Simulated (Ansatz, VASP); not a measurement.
# SnO2: VASP beside Ansatz

```xyz
3
Lattice="1.6450 0.9498 5.0042 -1.6450 0.9498 5.0042 0.0000 -1.8995 5.0042" Properties=species:S:1:pos:R:3 pbc="T T T"
Sn    0.0000    0.0000    7.5063
O     0.0000    0.0000    3.3532
O     0.0000    0.0000   11.6594
```

Alike in both runs: task single point; functional PBE; k mesh 12 × 12 × 12; occupations gaussian, width 0.05 eV; no spin polarisation.

```csv
,VASP,Ansatz
version,VASP 6.6.1,Ansatz 0.2.0
potentials or method,"VASP PAW PBE potentials, release 64 (Sn_d, O), cutoff 520 eV","scalar-relativistic, plane waves, PAW"
valence electrons in the cell,26,26
```

```tsv
	VASP	Ansatz	Ansatz less VASP
gap on the k mesh at the Fermi level (eV)	1.89	1.91	+0.016
least direct gap on the mesh (eV)	2.57	2.58	+0.007
pressure (GPa)	6.9	6.3	-0.62
traceless stress, the component that is largest in VASP (GPa)	2.81	3.29	+0.484
rms of the force components (eV/Å)	0.844	0.818	-0.0257
```

Atom by atom the forces differ by 0.026 eV/Å (rms over components).
